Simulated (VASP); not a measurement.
A run of VASP 6.6.1 is set up as follows.

Contents of INCAR:

```
ALGO     = Fast           # electronic algorithm
EDIFF    = 1E-6           # SCF threshold, eV
ENCUT    = 520            # plane-wave cutoff, eV
GGA      = PS             # functional
ISIF     = 2              # what is computed and relaxed
ISMEAR   = 0              # smearing method
LASPH    = True           # aspherical terms in the spheres
LCHARG   = False          # write CHGCAR
LREAL    = False          # projectors in reciprocal space
LWAVE    = False          # write WAVECAR
NBANDS   = 10             # bands
NELM     = 100            # most SCF steps
PREC     = Accurate       # precision mode
SIGMA    = 0.15           # smearing width, eV
```

KPOINTS

```
k-points
0
Gamma
  18 18 20
```

Contents of POSCAR:

```
Al
1.0
    0.0000000000     -2.0239800000     -2.0239800000
   -2.0239800000      0.0000000000     -2.0239800000
    2.0239800000      2.0239800000     -4.0479600000
Al
2
Direct
    0.5378244263      0.5378244263      0.4999861673
   -0.0378244263     -0.0378244263      0.0000138327
```

Potentials or basis: VASP PAW PBE potentials, release 64 (Al).

Command:

```sh
$ cat potpaw_PBE.64/Al/POTCAR > POTCAR
$ mpirun -np 1 vasp_std > vasp.out
```

Task: What does it give for the band gap on the k mesh?

Result: Zero (bands 3 and 4 overlap by 5.67 eV).

Task: What does it give for the largest force?

Result: 0.330 eV/Å.

Task: Estimate the pressure.

Result: -0.6 GPa.

Forces on the atoms (eV/Å):
```
Al   0.177  0.177  0.214
Al  -0.177 -0.177 -0.214
```

Caveat: the cell differs from its parent crystal (atoms displaced along a vibrational mode); the PAW data sets were made with another functional, which shifts forces and pressure a little.
